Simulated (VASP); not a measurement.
Write the native input for VASP 6.6.1 that does the following.

```yaml
Task: single point
Functional: LDA
Potentials_or_basis: VASP PAW LDA potentials, release 64 (Pd)
Cutoff: 520 eV
k_mesh: 18 × 18 × 18
Occupations: fermi-dirac, width 0.05 eV
Spin: no spin polarisation
Dipole_correction: no
Further_INCAR_settings: ALGO = Normal; EDIFF = 1e-07; NBANDS = 11
```

The structure of Pd lies in POSCAR:

```
Pd
1.0
    0.0000000000      1.9318465866      1.9318465866
    1.9318465866      0.0000000000      1.9318465866
    1.9318465866      1.9318465866      0.0000000000
Pd
1
Direct
    0.0000000000      0.0000000000      0.0000000000
```

The input as run:

INCAR

```
  ALGO = Normal
  EDIFF = 1E-7
  ENCUT = 520
  GGA = CA
  ISIF = 2
  ISMEAR = -1
  LASPH = T
  LCHARG = F
  LREAL = F
  LWAVE = F
  NBANDS = 11
  NELM = 80
  PREC = Accurate
  SIGMA = 0.05
```

KPOINTS

```
k-points
0
Gamma
  18 18 18
```

Potentials or basis: VASP PAW LDA potentials, release 64 (Pd).

Launch:

```bash
$ cat potpaw_LDA.64/Pd/POTCAR > POTCAR
$ mpirun -np 1 vasp_std > vasp.out
```

It gave:

| Item | Value |
| --- | --- |
| Pressure | -3.8 GPa |
| Band gap on the k mesh | zero (bands 5 and 6 overlap by 1.65 eV) |

Caveat: the cell stands under tension.

Wall time 16 s on 1 thread of Intel(R) Xeon(R) Platinum 8375C CPU @ 2.90GHz (Ice Lake), on a shared host, peak memory 0.14 GiB.
